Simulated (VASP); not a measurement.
# Pd (Fm-3m) in VASP: further runs

The runs below take Pd through electric field gradients, with PBEsol.

Everything below comes from runs of VASP 6.6.1. Logs are shortened: lines on timing, memory, paths and dates and some standing lists are left out, and cuts for length are marked.

### Step 1. The cell of the first run

The structure is cubic, space group Fm-3m (No. 225). The conventional cell has a = 3.890 Å, b = 3.890 Å, c = 3.890 Å, α = 90.00°, β = 90.00°, γ = 90.00°. Within 3.6 Å of Pd (site symmetry m-3m) lie 12 Pd at 2.75 Å.

### Step 2. Electric field gradients, PBEsol

File INCAR:

```
SYSTEM = Pd
PREC = Accurate ; ENCUT = 520
EDIFF = 1E-8 ; ISMEAR = -1
SIGMA = 0.05 ; LREAL = .False.
LASPH = .True. ; NELM = 100
ALGO = Normal ; ISIF = 2
LWAVE = .False. ; LCHARG = .False.
GGA = PS ; LEFG = .True.
NBANDS = 11
```

File KPOINTS:

```
regular mesh
0
Gamma
  18 18 18
  0 0 0
```

File POSCAR:

```
Pd
1.0
    0.0000000000      1.9449000000      1.9449000000
    1.9449000000      0.0000000000      1.9449000000
    1.9449000000      1.9449000000      0.0000000000
Pd
1
Direct
    0.0000000000      0.0000000000      0.0000000000
```

Potentials or basis: VASP PAW PBE potentials, release 64 (Pd).

Launch:

```console
$ cat potpaw_PBE.64/Pd/POTCAR > POTCAR
$ mpirun -np 1 vasp_std > vasp.out
```

OUTCAR:

```text
SYSTEM = Pd
   PREC = Accurate
   ENCUT = 520
   EDIFF = 1E-8
   ISMEAR = -1
   LREAL = .False.
   LASPH = .True.
   NELM = 100
   ISIF = 2
   GGA = PS

 ion  position               nearest neighbor table
   1  0.000  0.000  0.000-

  LATTYP: Found a face centered cubic cell.
 ALAT       =     3.8898000000

  Lattice vectors:

 A1 = (   0.0000000000,   1.9449000000,   1.9449000000)
 A2 = (   1.9449000000,   0.0000000000,   1.9449000000)
 A3 = (   1.9449000000,   1.9449000000,   0.0000000000)

Analysis of symmetry for initial positions (statically):
=====================================================================
 Subroutine PRICEL returns:
 Original cell was already a primitive cell.

 Routine SETGRP: Setting up the symmetry group for a
 face centered cubic supercell.

 Subroutine GETGRP returns: Found 48 space group operations
 (whereof 48 operations were pure point group operations)
 out of a pool of 48 trial point group operations.

The static configuration has the point symmetry O_h .

Analysis of symmetry for dynamics (positions and initial velocities):
=====================================================================
 Subroutine PRICEL returns:
 Original cell was already a primitive cell.

 Routine SETGRP: Setting up the symmetry group for a
 face centered cubic supercell.

 Subroutine GETGRP returns: Found 48 space group operations
 (whereof 48 operations were pure point group operations)
 out of a pool of 48 trial point group operations.

The dynamic configuration has the point symmetry O_h .

 Subroutine INISYM returns: Found 48 space group operations
 (whereof 48 operations are pure point group operations),
 and found     1 'primitive' translations

----------------------------------------------------------------------------------------

                                     Primitive cell

  volume of cell :      14.7137

  direct lattice vectors                    reciprocal lattice vectors
     0.000000000  1.944900000  1.944900000    -0.257082626  0.257082626  0.257082626
     1.944900000  0.000000000  1.944900000     0.257082626 -0.257082626  0.257082626
     1.944900000  1.944900000  0.000000000     0.257082626  0.257082626 -0.257082626

  length of vectors
     2.750503957  2.750503957  2.750503957     0.445280171  0.445280171  0.445280171

  position of ions in fractional coordinates (direct lattice)
     0.000000000  0.000000000  0.000000000

  ion indices of the primitive-cell ions
   primitive index   ion index
                 1           1

----------------------------------------------------------------------------------------

 KPOINTS: regular mesh

Automatic generation of k-mesh.
 Grid dimensions read from file:
 generate k-points for:   18   18   18

 Generating k-lattice:

  Cartesian coordinates                     Fractional coordinates (reciprocal lattice)
    -0.014282368  0.014282368  0.014282368     0.055555556  0.000000000  0.000000000
     0.014282368 -0.014282368  0.014282368     0.000000000  0.055555556  0.000000000
     0.014282368  0.014282368 -0.014282368     0.000000000  0.000000000  0.055555556

  Length of vectors
     0.024737787  0.024737787  0.024737787

  Shift w.r.t. Gamma in fractional coordinates (k-lattice)
     0.000000000  0.000000000  0.000000000

 Subroutine IBZKPT returns following result:
 ===========================================

 Found    195 irreducible k-points:

 Following reciprocal coordinates:
            Coordinates               Weight
  0.000000  0.000000  0.000000      1.000000
  0.055556  0.000000  0.000000      8.000000
  0.111111  0.000000  0.000000      8.000000
  0.166667  0.000000  0.000000      8.000000
  0.222222  0.000000  0.000000      8.000000
  0.277778  0.000000  0.000000      8.000000
[... 16 lines left out ...]
 -0.277778  0.055556  0.000000     24.000000
 -0.222222  0.055556  0.000000     24.000000
 [... further k-points ...]
   k-points           NKPTS =    195   k-points in BZ     NKDIM =    195   number of bands    NBANDS=     11
   number of dos      NEDOS =    301   number of ions     NIONS =      1
   total plane-waves  NPLWV =   8000
   dimension x,y,z NGX =    20 NGY =   20 NGZ =   20
   dimension x,y,z NGXF=    40 NGYF=   40 NGZF=   40
   ions per type =               1
   NGX,Y,Z   is equivalent  to a cutoff of  12.09, 12.09, 12.09 a.u.
   NGXF,Y,Z  is equivalent  to a cutoff of  24.18, 24.18, 24.18 a.u.
 SYSTEM =  Pd
   PREC   = accura    normal or accurate (medium, high low for compatibility)
   ISTART =      0    job   : 0-new  1-cont  2-samecut
   ICHARG =      2    charge: 1-file 2-atom 10-const
   ISPIN  =      1    spin polarized calculation?
   LNONCOLLINEAR =      F non collinear calculations
   LSORBIT =      F    spin-orbit coupling
   LASPH  =      T    aspherical Exc in radial PAW
   ENCUT  =  520.0 eV  38.22 Ry    6.18 a.u.   5.11  5.11  5.11*2*pi/ulx,y,z
   NELM   =    100;   NELMIN=  2; NELMDL= -5     # of ELM steps
   EDIFF  = 0.1E-07   stopping-criterion for ELM
   LREAL  =      F    real-space projection
   EDIFFG = 0.1E-06   stopping-criterion for IOM
   NSW    =      0    number of steps for IOM
   IBRION =     -1    ionic relax: 0-MD 1-quasi-New 2-CG
   NFREE  =      0    steps in history (QN), initial steepest desc. (CG)
   ISIF   =      2    stress and relaxation
   ISYM   =      2    0-nonsym 1-usesym 2-fastsym
   POTIM  = 0.5000    time-step for ionic-motion
   TEBEG  =    0.0;   TEEND  =   0.0 temperature during run
   PSTRESS=    0.0 pullay stress
   NELECT =      10.0000    total number of electrons
   NUPDOWN=      -1.0000    fix difference up-down
   EMIN   =  10.00;   EMAX   =-10.00  energy-range for DOS
   EFERMI =   0.00;   METHOD = LEGACY
   ISMEAR =    -1;   SIGMA  =   0.05  broadening in eV -4-tet -1-fermi 0-gaus
   EFERMI_NEDOS =   21; number of points for ismear=-14 and -15
   IALGO  =     38    algorithm
   IMIX   =      4    mixing-type and parameters
     AMIX     =   0.40;   BMIX     =  1.00
     AMIX_MAG =   1.60;   BMIX_MAG =  1.00
  volume/ion in A,a.u.               =      14.71        99.29
  Fermi-wavevector in a.u.,A,eV,Ry     =   1.439354  2.719984 28.187725  2.071739
  Thomas-Fermi vector in A             =   2.558219
   LORBIT       =      0    0 simple, 1 ext, 2 COOP (PROOUT), +10 PAW based schemes
   GGA     = PS    functional components
   LHFCALC =     F    Hartree Fock is set to
   AEXX    =    0.0000 exact exchange contribution
   IVDW    =     0    specifies the selected vdW correction
   LEPSILON=     F    determine dielectric tensor
   LRPA    =     F    only Hartree local field effects (RPA)
 non-spin polarized calculation
  energy-cutoff  :      520.00
  volume of cell :       14.71
 maximum number of plane-waves:       411
   NGX = 11   NGY = 11   NGZ = 11

 number of electron      10.0000000 magnetization

 Free energy of the ion-electron system (eV)
  ---------------------------------------------------
  ext. energy  EPLUGINS =         0.00000000
  ---------------------------------------------------
  free energy    TOTEN  =        -5.97164469 eV

  energy without entropy =       -5.95353389  energy(sigma->0) =       -5.96258929

 E-fermi :   9.6677     XC(G=0): -13.3956

 val. band max:        9.6670608896   @ k =   0.4444   0.1667   0.0000
 cond. band min:       9.6711666818   @ k =  -0.3889   0.3889   0.0556
 fundamental gap:      0.0041057921
 Fermi energy:         9.6676516301

 k-point     1 :       0.0000    0.0000    0.0000
  band No.  band energies     occupation
      1       2.4029      2.00000
      2       6.7963      2.00000
      3       6.7963      2.00000
      4       6.7963      2.00000
      5       8.4355      2.00000
      6       8.4355      2.00000
      7      26.7903      0.00000
      8      31.5742      0.00000
      9      31.5742      0.00000
     10      31.5742      0.00000
     11      35.7459      0.00000

 k-point     2 :       0.0556    0.0000    0.0000
  band No.  band energies     occupation
      1       2.5156      2.00000
      2       6.7554      2.00000
      3       6.8359      2.00000
      4       6.8359      2.00000
      5       8.4161      2.00000
      6       8.4161      2.00000
      7      26.9123      0.00000
      8      30.8124      0.00000
      9      31.7047      0.00000
     10      31.7047      0.00000
     11      35.7995      0.00000

 k-point     3 :       0.1111    0.0000    0.0000
  band No.  band energies     occupation
      1       2.8417      2.00000
      2       6.6529      2.00000
      3       6.9394      2.00000
      4       6.9394      2.00000
      5       8.3755      2.00000
      6       8.3755      2.00000
      7      27.1856      0.00000
      8      29.2729      0.00000
      9      32.0750      0.00000
     10      32.0750      0.00000
     11      35.8309      0.00000

 k-point     4 :       0.1667    0.0000    0.0000
  band No.  band energies     occupation
      1       3.3347      2.00000
      2       6.5553      2.00000
      3       7.0558      2.00000
      4       7.0558      2.00000
      5       8.3687      2.00000
      6       8.3687      2.00000
      7      26.8715      0.00000
      8      28.1037      0.00000
      9      32.6130      0.00000
     10      32.6130      0.00000
     11      35.7953      0.00000

 k-point     5 :       0.2222    0.0000    0.0000
  band No.  band energies     occupation
      1       3.8792      2.00000
      2       6.5997      2.00000
      3       7.1070      2.00000
      4       7.1070      2.00000
      5       8.4751      2.00000
      6       8.4751      2.00000
      7      25.1369      0.00000
      8      27.9762      0.00000
      9      33.1379      0.00000
     10      33.1379      0.00000
     11      35.3262      0.00000
[... 211 lines left out ...]
 k-point    21 :      -0.3889    0.0556    0.0000
  band No.  band energies     occupation
      1       4.4335      2.00000
      2       6.7810      2.00000
      3       6.8756      2.00000
      4       8.6694      2.00000
      5       9.2967      1.99880
      6      10.3196      0.00000
      7      18.6056      0.00000
      8      26.5083      0.00000
      9      30.2391      0.00000
     10      31.6074      0.00000
     11      35.8010      0.00000

 k-point    22 :      -0.3333    0.0556    0.0000
  band No.  band energies     occupation
      1       4.4791      2.00000
      2       6.8858      2.00000
      3       6.9700      2.00000
      4       7.9014      2.00000
      5       8.9586      2.00000
      6       9.6796      0.88099
      7      20.4620      0.00000
      8      26.9313      0.00000
      9      30.7195      0.00000
     10      32.7967      0.00000
     11      35.6352      0.00000

 k-point    23 :      -0.2778    0.0556    0.0000
  band No.  band energies     occupation
      1       4.4270      2.00000
      2       6.9379      2.00000
      3       7.0825      2.00000
      4       7.1482      2.00000
      5       8.5998      2.00000
      6       9.2063      1.99980
      7      22.4983      0.00000
      8      27.4420      0.00000
      9      31.3574      0.00000
     10      34.2650      0.00000
     11      34.7480      0.00000

 k-point    24 :      -0.2222    0.0556    0.0000
  band No.  band energies     occupation
      1       4.1301      2.00000
      2       6.5585      2.00000
      3       7.1249      2.00000
      4       7.1610      2.00000
      5       8.3104      2.00000
      6       8.8400      2.00000
      7      24.5435      0.00000
      8      27.8531      0.00000
      9      31.8187      0.00000
     10      34.1887      0.00000
     11      34.5960      0.00000

 [... further k-points ...]
[... 5 lines left out ...]
  --------------------------------------------------------------------------------------
  -------------------------------------------------------------------------------------
  Total       -0.2331999     -0.2331999     -0.2331999      0.0000000      0.0000000     -0.0000000
  in kB      -25.3931802    -25.3931802    -25.3931802      0.0000000      0.0000000     -0.0000000
  external PRESSURE =     -25.3931802 kB  Pullay stress =       0.0000000 kB

 VOLUME and BASIS-vectors are now :
 -----------------------------------------------------------------------------
  energy-cutoff  :      520.00
  volume of cell :       14.71
      direct lattice vectors                 reciprocal lattice vectors
     0.000000000  1.944900000  1.944900000    -0.257082626  0.257082626  0.257082626
     1.944900000  0.000000000  1.944900000     0.257082626 -0.257082626  0.257082626
     1.944900000  1.944900000  0.000000000     0.257082626  0.257082626 -0.257082626

 POSITION                                       TOTAL-FORCE (eV/Angst)
 -----------------------------------------------------------------------------------
      0.00000      0.00000      0.00000         0.000000      0.000000      0.000000
 -----------------------------------------------------------------------------------
    total drift:                                0.000000     -0.000000     -0.000000

  FREE ENERGIE OF THE ION-ELECTRON SYSTEM (eV)
  ---------------------------------------------------
  free  energy   TOTEN  =        -5.9716446888 eV

  energy  without entropy=       -5.9535338897  energy(sigma->0) =       -5.96258929

 Electric field gradients (V/A^2)
---------------------------------------------------------------------
 ion       V_xx      V_yy      V_zz      V_xy      V_xz      V_yz
---------------------------------------------------------------------
   1      -0.000    -0.000     0.000    -0.000    -0.000    -0.000
---------------------------------------------------------------------

 Electric field gradients after diagonalization (V/A^2)
 (convention: |V_zz| > |V_xx| > |V_yy|)
----------------------------------------------------------------------
 ion       V_xx      V_yy      V_zz     asymmetry (V_yy - V_xx)/ V_zz
----------------------------------------------------------------------
   1       0.000     0.000    -0.000       0.000
----------------------------------------------------------------------

           NMR quadrupolar parameters

 Cq : quadrupolar parameter    Cq=e*Q*V_zz/h
 eta: asymmetry parameters     (V_yy - V_xx)/ V_zz
 Q  : nuclear electric quadrupole moment in mb (millibarn)
----------------------------------------------------------------------
 ion       Cq(MHz)       eta       Q (mb)
----------------------------------------------------------------------
   1      -0.000       0.000       1.000
----------------------------------------------------------------------
```

It took 21 s on 1 thread of Intel Xeon Platinum 8259CL at 2.50GHz (Skylake/Cascade Lake), shared host; peak memory 0.14 GiB.

Results:

```yaml
Free_energy: -5.9716 eV
Pressure: -2.5 GPa
Band_gap_on_the_k_mesh: zero (band 5 reaches 9.96 eV, above the bottom of band 6 at 8.37 eV)
```

Caveat: without QUAD_EFG the Cq values of the log hold for a quadrupole moment of 1 mb, not for the nuclei; the PAW data sets were made with another functional, which shifts forces and pressure a little.

(Continued in part 2 of 2.)
